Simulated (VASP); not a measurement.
## KBr: single point with PBEsol

The system is KBr.

```
K Br
1.0
     0.00000    3.02910    3.55590
     3.02910    0.00000    3.55590
     3.02910    3.02910    0.00000
K Br
1 1
Direct
  0.00000 0.00000 0.00000
  0.50000 0.50000 0.50000
```

This cell differs from its parent crystal: strain -0.080 along x and y, +0.080 along z.

```json
{
  "Program": "VASP 6.6.1",
  "Task": "single point",
  "Functional": "PBEsol",
  "Potentials or basis": "VASP PAW PBE potentials, release 64 (K_sv, Br)",
  "Cutoff": "520 eV",
  "k mesh": "6 × 6 × 6",
  "Occupations": "gaussian, width 0.05 eV",
  "Spin": "no spin polarisation",
  "Dipole correction": "no",
  "Further INCAR settings": "ALGO = Normal; EDIFF = 1e-06; NBANDS = 15"
}
```

```
Pressure               : 2.9 GPa
Band gap on the k mesh : 4.38 eV, direct
```

Stress tensor (GPa, compression positive):
```
 4.99  0.00  0.00
 0.00  4.99  0.00
 0.00  0.00 -1.27
```

Levels at points of the mesh, in eV from the valence-band top:
```
           k point  band 5  band 6  band 7  band 8  band 9  band 10  band 11  band 12
(0.00, 0.00, 0.00)  -11.00   -0.17    0.00    0.00    4.38     6.78     7.88     7.88
(0.50, 0.00, 0.00)  -10.59   -1.53   -0.57   -0.51    6.51     8.27     9.76     9.99
(0.50, 0.50, 0.00)  -11.05   -1.14   -0.20   -0.20    5.63     7.45     9.19     9.21
(0.50, 0.00, 0.50)  -11.04   -0.88   -0.47   -0.42    5.53     7.44     9.63     9.96
```

Wall time 14 s on 1 thread of Intel(R) Xeon(R) 6975P-C (Granite Rapids), with other jobs on the host, peak memory 0.2 GiB.

Caveat: the cell differs from its parent crystal (strain -0.080 along x and y, +0.080 along z); the PAW data sets were made with another functional, which shifts forces and pressure a little.
